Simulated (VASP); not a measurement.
# Cl2BBr in VASP: further runs

Aim: see how the results for Cl2BBr move with the level of theory and the settings. Levels: MS2, PBEsol, AM05. Tasks: single point, relaxation of the atoms.

Everything below comes from runs of VASP 6.6.1. Logs are shortened: lines on timing, memory, paths and dates and some standing lists are left out, and cuts for length are marked.

## 1. The cell of the first run

The cell holds a molecule in a box, 4 atoms: a = 11.000 Å, b = 12.000 Å, c = 12.000 Å, α = 90.00°, β = 90.00°, γ = 90.00°.

## 2. Single point, MS2 (last atom moved by 0.05 Å along z)

Input file INCAR:

```
SYSTEM = BBrCl2
ALGO = Normal
EDIFF = 1E-6
EFERMI = MIDGAP
ENCUT = 420
GGA_COMPAT = .False.
ISIF = 0
ISMEAR = 0
LASPH = .True.
LCHARG = .False.
LMIXTAU = .True.
LREAL = Auto
LWAVE = .False.
METAGGA = MS2
NBANDS = 24
NELM = 120
NELMDL = -8
PREC = Accurate
ROPT = -0.00025 -0.00025 -0.00025
SIGMA = 0.03
```

Input file KPOINTS:

```
k-points
0
Gamma
  1 1 1
```

Input file POSCAR:

```
BBrCl2
1.0
   11.0000000000      0.0000000000      0.0000000000
    0.0000000000     12.0000000000      0.0000000000
    0.0000000000      0.0000000000     12.0000000000
Cl B Br
2 1 1
Direct
    0.5734636400      0.5859208300      0.6152666700
    0.5609363600      0.3904875000      0.4589000000
    0.5239272700      0.5272458300      0.4912083300
    0.4289000000      0.6130125000      0.3945666700
```

Potentials or basis: VASP PAW PBE potentials, release 64 (Cl, B, Br).

Run with:

```
> cat potpaw_PBE.64/Cl/POTCAR potpaw_PBE.64/B/POTCAR potpaw_PBE.64/Br/POTCAR > POTCAR
> mpirun -np 1 vasp_gam > vasp.out
```

OUTCAR:

```text
SYSTEM = BBrCl2
   EDIFF = 1E-6
   EFERMI = MIDGAP
   ENCUT = 420
   ISIF = 0
   ISMEAR = 0
   LASPH = .True.
   LREAL = Auto
   METAGGA = MS2
   NELM = 120
   NELMDL = -8
   PREC = Accurate

 Found      1 irreducible k-points:

 Following reciprocal coordinates:
            Coordinates               Weight
  0.000000  0.000000  0.000000      1.000000
   k-points           NKPTS =      1   k-points in BZ     NKDIM =      1   number of bands    NBANDS=     24
   number of dos      NEDOS =    301   number of ions     NIONS =      4
   total plane-waves  NPLWV = 512000
   dimension x,y,z NGX =    80 NGY =   80 NGZ =   80
   dimension x,y,z NGXF=   160 NGYF=  160 NGZF=  160
   ions per type =               2   1   1
   NGX,Y,Z   is equivalent  to a cutoff of  12.09, 11.08, 11.08 a.u.
   NGXF,Y,Z  is equivalent  to a cutoff of  24.18, 22.17, 22.17 a.u.
 SYSTEM =  BBrCl2
   PREC   = accura    normal or accurate (medium, high low for compatibility)
   ISTART =      0    job   : 0-new  1-cont  2-samecut
   ICHARG =      2    charge: 1-file 2-atom 10-const
   ISPIN  =      1    spin polarized calculation?
   LNONCOLLINEAR =      F non collinear calculations
   LSORBIT =      F    spin-orbit coupling
   LASPH  =      T    aspherical Exc in radial PAW
   ENCUT  =  420.0 eV  30.87 Ry    5.56 a.u.  18.38 20.05 20.05*2*pi/ulx,y,z
   NELM   =    120;   NELMIN=  2; NELMDL= -8     # of ELM steps
   EDIFF  = 0.1E-05   stopping-criterion for ELM
   LREAL  =      T    real-space projection
   EDIFFG = 0.1E-04   stopping-criterion for IOM
   NSW    =      0    number of steps for IOM
   IBRION =     -1    ionic relax: 0-MD 1-quasi-New 2-CG
   NFREE  =      0    steps in history (QN), initial steepest desc. (CG)
   ISIF   =      0    stress and relaxation
   ISYM   =      2    0-nonsym 1-usesym 2-fastsym
   POTIM  = 0.5000    time-step for ionic-motion
   TEBEG  =    0.0;   TEEND  =   0.0 temperature during run

   SCALEE = 1.0000    scale energy and forces
   PSTRESS=    0.0 pullay stress
   NELECT =      24.0000    total number of electrons
   NUPDOWN=      -1.0000    fix difference up-down
   EMIN   =  10.00;   EMAX   =-10.00  energy-range for DOS
   EFERMI =   0.00;   METHOD = MIDGAP
   ISMEAR =     0;   SIGMA  =   0.03  broadening in eV -4-tet -1-fermi 0-gaus
   EFERMI_NEDOS =   21; number of points for ismear=-14 and -15
   IALGO  =     38    algorithm
   IMIX   =      4    mixing-type and parameters
     AMIX     =   0.40;   BMIX     =  1.00
     AMIX_MAG =   1.60;   BMIX_MAG =  1.00
  volume/ion in A,a.u.               =     396.00      2672.34
  Fermi-wavevector in a.u.,A,eV,Ry     =   0.405098  0.765524  2.232777  0.164104
  Thomas-Fermi vector in A             =   1.357169
   LORBIT       =      0    0 simple, 1 ext, 2 COOP (PROOUT), +10 PAW based schemes
   METAGGA = MS2    functional components
   LHFCALC =     F    Hartree Fock is set to
   AEXX    =    0.0000 exact exchange contribution
   IVDW    =     0    specifies the selected vdW correction
   LEPSILON=     F    determine dielectric tensor
   LRPA    =     F    only Hartree local field effects (RPA)

   CSHIFT  =0.1000    complex shift for real part using Kramers Kronig

   OMEGAMAX=  -1.0    maximum frequency
 non-spin polarized calculation
 Gauss-broadening in eV      SIGMA  =   0.03
  energy-cutoff  :      420.00
  volume of cell :     1584.00
 maximum number of plane-waves:     15459
 NGX is ok and might be reduce to    80
   NGX = 37   NGY = 41   NGZ = 41

 number of electron      23.9999999 magnetization

 Free energy of the ion-electron system (eV)
  ---------------------------------------------------
  ext. energy  EPLUGINS =         0.00000000
  ---------------------------------------------------
  free energy    TOTEN  =       -27.48476421 eV

  energy without entropy =      -27.48476421  energy(sigma->0) =      -27.48476421

 E-fermi :  -4.6184     XC(G=0):  -0.8998

 val. band max:       -7.1935545693   @ k =   0.0000   0.0000   0.0000
 cond. band min:      -2.0432453104   @ k =   0.0000   0.0000   0.0000
 fundamental gap:      5.1503092589
 Fermi energy:        -4.6183999398

 k-point     1 :       0.0000    0.0000    0.0000
  band No.  band energies     occupation
      1     -22.9003      2.00000
      2     -21.9064      2.00000
      3     -20.9560      2.00000
      4     -13.1158      2.00000
      5     -11.1735      2.00000
      6     -10.8378      2.00000
[... 16 lines left out ...]
     23       1.8634      0.00000
     24       1.9260      0.00000

------------------------ aborting loop because EDIFF is reached ----------------------------------------

 VOLUME and BASIS-vectors are now :
 -----------------------------------------------------------------------------
  energy-cutoff  :      420.00
  volume of cell :     1584.00
      direct lattice vectors                 reciprocal lattice vectors
    11.000000000  0.000000000  0.000000000     0.090909091  0.000000000  0.000000000
     0.000000000 12.000000000  0.000000000     0.000000000  0.083333333  0.000000000
     0.000000000  0.000000000 12.000000000     0.000000000  0.000000000  0.083333333

 POSITION                                       TOTAL-FORCE (eV/Angst)
 -----------------------------------------------------------------------------------
      6.30810      7.03105      7.38320         0.056475     -0.054156      0.027031
      6.17030      4.68585      5.50680        -0.003827      0.062660     -0.000286
      5.76320      6.32695      5.89450         0.287403     -0.294560      0.416844
      4.71790      7.35615      4.73480        -0.340051      0.286055     -0.443589
 -----------------------------------------------------------------------------------
    total drift:                                0.000403     -0.002359     -0.000195

  FREE ENERGIE OF THE ION-ELECTRON SYSTEM (eV)
  ---------------------------------------------------
  free  energy   TOTEN  =       -27.4847642108 eV

  energy  without entropy=      -27.4847642108  energy(sigma->0) =      -27.48476421
```

It took 9.7 min on 1 thread of Intel Xeon Platinum 8488C (Sapphire Rapids), shared host; peak memory 1.1 GiB.

Results:

| Property | Result |
| --- | --- |
| Free energy | -27.4848 eV |
| Largest force | 0.628 eV/Å |
| Gap between the frontier levels | 5.15 eV |

Forces on the atoms (eV/Å):
```
Cl   0.056 -0.054  0.027
Cl  -0.004  0.063  0.000
B    0.287 -0.295  0.417
Br  -0.340  0.286 -0.444
```

Levels at points of the mesh, in eV from the valence-band top:
```
           k point  band 10  band 11  band 12  band 13  band 14  band 15
(0.00, 0.00, 0.00)    -0.97    -0.60     0.00     5.15     6.98     7.86
```

Caveat: the cell differs from its parent crystal (last atom moved by 0.05 Å along z); the PAW data sets were made with another functional, which shifts forces and pressure a little.

## 3. Relaxation of the atoms, PBEsol (atoms moved at random)

Input file INCAR:

```
ALGO = Normal
EDIFF = 1E-6
EDIFFG = -0.01
EFERMI = MIDGAP
ENCUT = 420
GGA = PS
GGA_COMPAT = False
IBRION = 2
ISIF = 0
ISMEAR = 0
LASPH = True
LCHARG = False
LREAL = False
LWAVE = False
NELM = 120
NELMDL = -8
NELMIN = 4
NSW = 120
PREC = Accurate
SIGMA = 0.03
```

KPOINTS is that of step 2.

Input file POSCAR:

```
BBrCl2
1.0
   11.0000000000      0.0000000000      0.0000000000
    0.0000000000     12.0000000000      0.0000000000
    0.0000000000      0.0000000000     12.0000000000
Cl B Br
2 1 1
Direct
    0.5811830000      0.5864940000      0.6175570000
    0.5585980000      0.3979250000      0.4575190000
    0.5137070000      0.5298560000      0.4881130000
    0.4258290000      0.6050920000      0.3860220000
```

Potentials or basis: VASP PAW PBE potentials, release 64 (Cl, B, Br).

Run with:

```
> cat potpaw_PBE.64/Cl/POTCAR potpaw_PBE.64/B/POTCAR potpaw_PBE.64/Br/POTCAR > POTCAR
> mpirun -np 1 vasp_gam > vasp.out
```

OUTCAR:

```text
EDIFF = 1E-6
   EDIFFG = -0.01
   EFERMI = MIDGAP
   ENCUT = 420
   GGA = PS
   IBRION = 2
   ISIF = 0
   ISMEAR = 0
   LASPH = True
   LREAL = False
   NELM = 120
   NELMDL = -8
   NELMIN = 4
   NSW = 120
   PREC = Accurate

 Found      1 irreducible k-points:

 Following reciprocal coordinates:
            Coordinates               Weight
  0.000000  0.000000  0.000000      1.000000
   k-points           NKPTS =      1   k-points in BZ     NKDIM =      1   number of bands    NBANDS=     16
   number of dos      NEDOS =    301   number of ions     NIONS =      4
   total plane-waves  NPLWV = 512000
   dimension x,y,z NGX =    80 NGY =   80 NGZ =   80
   dimension x,y,z NGXF=   160 NGYF=  160 NGZF=  160
   ions per type =               2   1   1
   NGX,Y,Z   is equivalent  to a cutoff of  12.09, 11.08, 11.08 a.u.
   NGXF,Y,Z  is equivalent  to a cutoff of  24.18, 22.17, 22.17 a.u.
 SYSTEM =  unknown system
   PREC   = accura    normal or accurate (medium, high low for compatibility)
   ISTART =      0    job   : 0-new  1-cont  2-samecut
   ICHARG =      2    charge: 1-file 2-atom 10-const
   ISPIN  =      1    spin polarized calculation?
   LNONCOLLINEAR =      F non collinear calculations
   LSORBIT =      F    spin-orbit coupling
   LASPH  =      T    aspherical Exc in radial PAW
   ENCUT  =  420.0 eV  30.87 Ry    5.56 a.u.  18.38 20.05 20.05*2*pi/ulx,y,z
   NELM   =    120;   NELMIN=  4; NELMDL= -8     # of ELM steps
   EDIFF  = 0.1E-05   stopping-criterion for ELM
   LREAL  =      F    real-space projection
   EDIFFG = -.1E-01   stopping-criterion for IOM
   NSW    =    120    number of steps for IOM
   IBRION =      2    ionic relax: 0-MD 1-quasi-New 2-CG
   NFREE  =      1    steps in history (QN), initial steepest desc. (CG)
   ISIF   =      0    stress and relaxation
   ISYM   =      2    0-nonsym 1-usesym 2-fastsym
   POTIM  = 0.5000    time-step for ionic-motion
   TEBEG  =    0.0;   TEEND  =   0.0 temperature during run

   SCALEE = 1.0000    scale energy and forces
   PSTRESS=    0.0 pullay stress
   NELECT =      24.0000    total number of electrons
   NUPDOWN=      -1.0000    fix difference up-down
   EMIN   =  10.00;   EMAX   =-10.00  energy-range for DOS
   EFERMI =   0.00;   METHOD = MIDGAP
   ISMEAR =     0;   SIGMA  =   0.03  broadening in eV -4-tet -1-fermi 0-gaus
   EFERMI_NEDOS =   21; number of points for ismear=-14 and -15
   IALGO  =     38    algorithm
   IMIX   =      4    mixing-type and parameters
     AMIX     =   0.40;   BMIX     =  1.00
     AMIX_MAG =   1.60;   BMIX_MAG =  1.00
  volume/ion in A,a.u.               =     396.00      2672.34
  Fermi-wavevector in a.u.,A,eV,Ry     =   0.405098  0.765524  2.232777  0.164104
  Thomas-Fermi vector in A             =   1.357169
   LORBIT       =      0    0 simple, 1 ext, 2 COOP (PROOUT), +10 PAW based schemes
   GGA     = PS    functional components
   LHFCALC =     F    Hartree Fock is set to
   AEXX    =    0.0000 exact exchange contribution
   IVDW    =     0    specifies the selected vdW correction
   LEPSILON=     F    determine dielectric tensor
   LRPA    =     F    only Hartree local field effects (RPA)

   CSHIFT  =0.1000    complex shift for real part using Kramers Kronig

   OMEGAMAX=  -1.0    maximum frequency
 conjugate gradient relaxation of ions
 non-spin polarized calculation
 Gauss-broadening in eV      SIGMA  =   0.03
  energy-cutoff  :      420.00
  volume of cell :     1584.00
 maximum number of plane-waves:     15459
 NGX is ok and might be reduce to    80
   NGX = 37   NGY = 41   NGZ = 41

--------------------------------------- Ionic step        1  -------------------------------------------

 number of electron      24.0000002 magnetization

 Free energy of the ion-electron system (eV)
  ---------------------------------------------------
  ext. energy  EPLUGINS =         0.00000000
  ---------------------------------------------------
  free energy    TOTEN  =       -15.61272059 eV

  energy without entropy =      -15.61272059  energy(sigma->0) =      -15.61272059

------------------------ aborting loop because EDIFF is reached ----------------------------------------

 VOLUME and BASIS-vectors are now :
 -----------------------------------------------------------------------------
  energy-cutoff  :      420.00
  volume of cell :     1584.00
      direct lattice vectors                 reciprocal lattice vectors
    11.000000000  0.000000000  0.000000000     0.090909091  0.000000000  0.000000000
     0.000000000 12.000000000  0.000000000     0.000000000  0.083333333  0.000000000
     0.000000000  0.000000000 12.000000000     0.000000000  0.000000000  0.083333333
[... 70 lines left out ...]
  FREE ENERGIE OF THE ION-ELECTRON SYSTEM (eV)
  ---------------------------------------------------
  free  energy   TOTEN  =       -15.8498164367 eV

  energy  without entropy=      -15.8498164367  energy(sigma->0) =      -15.84981644

[... ionic steps 4 to 12 ...]

--------------------------------------- Ionic step       13  -------------------------------------------

 number of electron      24.0000000 magnetization

------------------------ aborting loop because EDIFF is reached ----------------------------------------
[... 55 lines left out ...]
--------------------------------------- Ionic step       15  -------------------------------------------

 number of electron      24.0000000 magnetization

 Free energy of the ion-electron system (eV)
  ---------------------------------------------------
  ext. energy  EPLUGINS =         0.00000000
  ---------------------------------------------------
  free energy    TOTEN  =       -15.91138003 eV

  energy without entropy =      -15.91138003  energy(sigma->0) =      -15.91138003

 E-fermi :  -4.6289     XC(G=0):  -0.9541

 val. band max:       -6.8893938884   @ k =   0.0000   0.0000   0.0000
 cond. band min:      -2.3685059552   @ k =   0.0000   0.0000   0.0000
 fundamental gap:      4.5208879332
 Fermi energy:        -4.6289499218

 k-point     1 :       0.0000    0.0000    0.0000
  band No.  band energies     occupation
      1     -21.8292      2.00000
      2     -20.8187      2.00000
      3     -20.1883      2.00000
      4     -12.6577      2.00000
      5     -10.8110      2.00000
      6     -10.4894      2.00000
[... 8 lines left out ...]
     15       0.2205      0.00000
     16       0.7575      0.00000
[... 21 lines left out ...]
  FREE ENERGIE OF THE ION-ELECTRON SYSTEM (eV)
  ---------------------------------------------------
  free  energy   TOTEN  =       -15.9113800252 eV

  energy  without entropy=      -15.9113800252  energy(sigma->0) =      -15.91138003

 reached required accuracy - stopping structural energy minimisation
```

OSZICAR:

```text
N       E                     dE             d eps       ncg     rms          rms(c)
DAV:   1     0.272040758341E+03    0.27204E+03   -0.48966E+03    32   0.747E+02
DAV:   2     0.914290297320E+02   -0.18061E+03   -0.17250E+03    48   0.127E+02
DAV:   3    -0.720449389287E+01   -0.98634E+02   -0.98560E+02    40   0.123E+02
DAV:   4    -0.159642076547E+02   -0.87597E+01   -0.87468E+01    40   0.516E+01
[... 16 lines left out ...]
       N       E                     dE             d eps       ncg     rms          rms(c)
DAV:   1    -0.159113783891E+02   -0.19359E-05   -0.71395E-04    48   0.158E-01    0.325E-02
DAV:   2    -0.159113800738E+02   -0.16847E-05   -0.26419E-05    48   0.353E-02    0.682E-03
DAV:   3    -0.159113799724E+02    0.10136E-06   -0.90545E-07    40   0.722E-03    0.412E-03
DAV:   4    -0.159113800252E+02   -0.52741E-07   -0.39532E-07    40   0.434E-03
  15 F= -.15911380E+02 E0= -.15911380E+02  d E =-.316681E-05
```

Run time: 11 min. Hardware: 1 thread of Intel Xeon Platinum 8375C at 2.90GHz (Ice Lake), shared host; peak memory 1.1 GiB.

What came out:

| Item | Value |
| --- | --- |
| Free energy | -15.9114 eV |
| Energy gained by relaxing | 74.7 meV/atom |
| Ionic steps | 15 |
| Largest force after relaxing | 0.009 eV/Å |
| Gap between the frontier levels | 4.52 eV |

Forces on the atoms (eV/Å):
```
Cl   0.001  0.001  0.004
Cl   0.000  0.000  0.002
B   -0.002 -0.001 -0.008
Br   0.000  0.001  0.002
```

Step by step:
| step | energy change (eV) | largest force (eV/Å) |
| --- | --- | --- |
| 1 | 0.0000 | 3.2398 |
| 2 | -0.0027 | 4.1838 |
| 3 | -0.2371 | 0.5294 |
| 4 | -0.2670 | 0.4781 |
| 5 | -0.2864 | 0.7408 |
| 6 | -0.2961 | 0.2730 |
| 7 | -0.2970 | 0.1374 |
| 8 | -0.2979 | 0.0931 |
| 9 | -0.2979 | 0.1077 |
| 10 | -0.2984 | 0.0538 |
| 11 | -0.2986 | 0.0369 |
| 12 | -0.2986 | 0.0230 |
| 13 | -0.2987 | 0.0116 |
| 14 | -0.2987 | 0.0118 |
| 15 | -0.2987 | 0.0085 |

Final structure:
```xyz
4
Lattice="11.0000 0.0000 0.0000 0.0000 12.0000 0.0000 0.0000 0.0000 12.0000" Properties=species:S:1:pos:R:3 pbc="T T T"
Cl    6.3136    7.0674    7.3416
Cl    6.1577    4.6926    5.4983
B     5.7431    6.3349    5.8759
Br    4.6581    7.3375    4.6748
```

Levels at points of the mesh, in eV from the valence-band top:
| k point | band 10 | band 11 | band 12 | band 13 | band 14 | band 15 |
| --- | --- | --- | --- | --- | --- | --- |
| (0.00, 0.00, 0.00) | -0.99 | -0.57 | 0.00 | 4.52 | 6.37 | 7.11 |

Caveat: the cell differs from its parent crystal (atoms moved at random); the PAW data sets were made with another functional, which shifts forces and pressure a little.

## 4. Single point, AM05

Input file POSCAR:

```
BBrCl2
1.0
   11.0000000000      0.0000000000      0.0000000000
    0.0000000000     12.0000000000      0.0000000000
    0.0000000000      0.0000000000     12.0000000000
Cl B Br
2 1 1
Direct
    0.5734636400      0.5859208300      0.6152666700
    0.5609363600      0.3904875000      0.4589000000
    0.5239272700      0.5272458300      0.4912083300
    0.4289000000      0.6130125000      0.3904000000
```

Input file INCAR.step1:

```
SYSTEM = BBrCl2
ALGO = Normal
EDIFF = 1E-5
EFERMI = MIDGAP
ENCUT = 420
GGA = PE
GGA_COMPAT = .False.
ISIF = 0
ISMEAR = 0
LASPH = .True.
LCHARG = .True.
LREAL = .False.
LWAVE = .True.
NELM = 100
NELMDL = -8
PREC = Accurate
SIGMA = 0.03
```

Input file INCAR.step2:

```
SYSTEM = BBrCl2
ALGO = All
EDIFF = 1E-6
EFERMI = MIDGAP
ENCUT = 420
GGA = AM
GGA_COMPAT = .False.
ISEARCH = 1
ISIF = 0
ISMEAR = 0
ISTART = 1
LASPH = .True.
LCHARG = .False.
LREAL = .False.
LWAVE = .False.
NELM = 100
NELMDL = -8
PREC = Accurate
SIGMA = 0.03
```

KPOINTS is that of step 3.

Run with:

```
> cat potpaw_PBE.64/Cl/POTCAR potpaw_PBE.64/B/POTCAR potpaw_PBE.64/Br/POTCAR > POTCAR
> cp INCAR.step1 INCAR
> mpirun -np 1 vasp_gam > vasp.out
> cp INCAR.step2 INCAR
> mpirun -np 1 vasp_gam > vasp.out
```

It took 6.5 min on 1 thread of Intel Xeon Platinum 8559C (Emerald Rapids), shared host; peak memory 0.96 GiB.

The run converged. Its results:

- Free energy: -15.6792 eV
- Largest force: 0.073 eV/Å
- Gap between the frontier levels: 0.97 eV

Forces on the atoms (eV/Å):
```
Cl   0.021  0.038  0.058
Cl   0.011 -0.065 -0.021
B    0.007 -0.009  0.005
Br  -0.039  0.036 -0.043
```

Levels at points of the mesh, in eV from the valence-band top:
```tsv
k point	band 9	band 10	band 11	band 12	band 13	band 14	band 15	band 16
(0.00, 0.00, 0.00)	-1.08	-0.97	-0.57	0.00	0.97	1.79	2.20	3.72
```

Caveat: the PAW data sets were made with another functional, which shifts forces and pressure a little.

## 5. Overview

```csv
task,level,cell,tolerance level,purpose,gap on the mesh (eV),largest force (eV/Å)
single point,MS2,"as given, atomic positions A",screening,forces,5.15,0.63
relaxation of the atoms,PBEsol,"atoms relaxed, atomic positions B",standard,geometry,4.52,0.01
single point,AM05,"as given, atomic positions C",standard,a run that is hard to end,0.97,0.07
```

Alike in all rows: potentials or basis VASP PAW PBE potentials, release 64 (Cl, B, Br); no spin polarisation; k mesh 1 × 1 × 1; cutoff (eV) 420; smearing gaussian 0.03 eV.

Caveats: the PAW data sets were made with another functional, which shifts forces and pressure a little.

Total energies depend on the potentials used, so only differences within one code and one set of settings carry meaning.
